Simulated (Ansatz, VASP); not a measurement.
C: VASP beside Ansatz

```
CELL_PARAMETERS angstrom
0.00000 2.12700 3.34800
1.22800 0.00000 3.34800
1.22800 2.12700 0.00000
ATOMIC_POSITIONS crystal
C 0.08536 0.82503 0.34771
C 0.83333 0.16667 0.83333
```

Alike in both runs: task single point; functional r2SCAN; k mesh 14 × 14 × 14; occupations gaussian, width 0.05 eV; no spin polarisation.

|  | VASP | Ansatz |
| --- | --- | --- |
| version | VASP 6.6.1 | Ansatz 0.2.0 |
| potentials or method | VASP PAW PBE potentials, release 64 (C), cutoff 520 eV | scalar-relativistic, plane waves, PAW |
| valence electrons in the cell | 8 | 8 |

|  | VASP | Ansatz | Ansatz less VASP |
| --- | --- | --- | --- |
| gap on the k mesh at the Fermi level (eV) | none | none | - |
| rms of the force components (eV/Å) | 11.083 | 10.939 | -0.1441 |

VASP's potentials were made for PBE, not for r2SCAN. Atom by atom the forces differ by 0.157 eV/Å (rms over components). A gap of «none» marks a metal or a gap that the smearing closes. With one functional, cell and mesh, what is left measures potentials, basis and numerics.
